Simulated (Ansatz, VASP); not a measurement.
## One calculation of SnO, two programs

File INCAR:

```
SYSTEM = SnO
PREC = Accurate ; ENCUT = 520
EDIFF = 1E-6 ; ISMEAR = 0
SIGMA = 0.05 ; LREAL = .False.
LASPH = .True. ; NELM = 60
ALGO = Normal ; ISIF = 2
LWAVE = .False. ; LCHARG = .False.
LDIPOL = .True. ; IDIPOL = 3
DIPOL = 0.5 0.5 0.401 ; GGA = PE
IVDW = 12 ; NBANDS = 50
```

Contents of KPOINTS:

```
Automatic mesh
0
Gamma
  7 7 1
  0 0 0
```

The input POSCAR:

```
SnO
1.0
    3.8201631401      0.0000000000      0.0000000000
    0.0000000000      3.8201631401      0.0000000000
    0.0000000000      0.0000000000     22.2260824966
Sn O
4 4
Direct
    0.7500000000      0.2500000000      0.2024648294
    0.2500000000      0.7500000000      0.3087832167
    0.3750000000      1.1250000000      0.4932511724
   -0.1250000000      1.6250000000      0.5995695597
    0.2500000000      0.2500000000      0.2556240230
    0.7500000000      0.7500000000      0.2556240230
   -0.1250000000      1.1250000000      0.5464103660
    0.3750000000      1.6250000000      0.5464103660
```

Input for Ansatz:

```yaml
crystal:
  lattice:
    - [3.8201631401, 0.0, 0.0]
    - [0.0, 3.8201631401, 0.0]
    - [0.0, 0.0, 22.2260824966]
  atoms:
    - { symbol: Sn, position: [0.75, 0.25, 0.2024648294] }
    - { symbol: O, position: [0.25, 0.25, 0.255624023] }
    - { symbol: O, position: [0.75, 0.75, 0.255624023] }
    - { symbol: Sn, position: [0.25, 0.75, 0.3087832167] }
    - { symbol: Sn, position: [0.375, 1.125, 0.4932511724] }
    - { symbol: O, position: [-0.125, 1.125, 0.546410366] }
    - { symbol: O, position: [0.375, 1.625, 0.546410366] }
    - { symbol: Sn, position: [-0.125, 1.625, 0.5995695597] }
basis:
  ecutwfc: 420
kpoints:
  mp_grid: { grid: [7, 7, 1] }
hamiltonian:
  xc: pbe
  pseudopotentials: { kind: paw, azcp: { folder: soft_1 } }
  dispersion: d3bj
scf:
  occupations: { method: gaussian, width: 0.05 }
output:
  forces: true
  eigenvalues: true
efield:
  axis: 3
  dipole_correction: true
  ramp_width: 0.04
```

Alike in both runs: task single point; functional PBE; dispersion D3(BJ); k mesh 7 × 7 × 1; occupations gaussian, width 0.05 eV; no spin polarisation.

|  | VASP | Ansatz |
| --- | --- | --- |
| version | VASP 6.6.1 | Ansatz 0.2.0 |
| potentials or method | VASP PAW PBE potentials, release 64 (Sn_d, O), cutoff 520 eV | scalar-relativistic, plane waves, PAW |
| valence electrons in the cell | 80 | 80 |

|  | VASP | Ansatz | Ansatz less VASP |
| --- | --- | --- | --- |
| gap on the k mesh at the Fermi level (eV) | 2.44 | 2.45 | +0.007 |
| least direct gap on the mesh (eV) | 2.55 | 2.59 | +0.043 |
| rms of the force components (eV/Å) | 0.044 | 0.014 | -0.0297 |
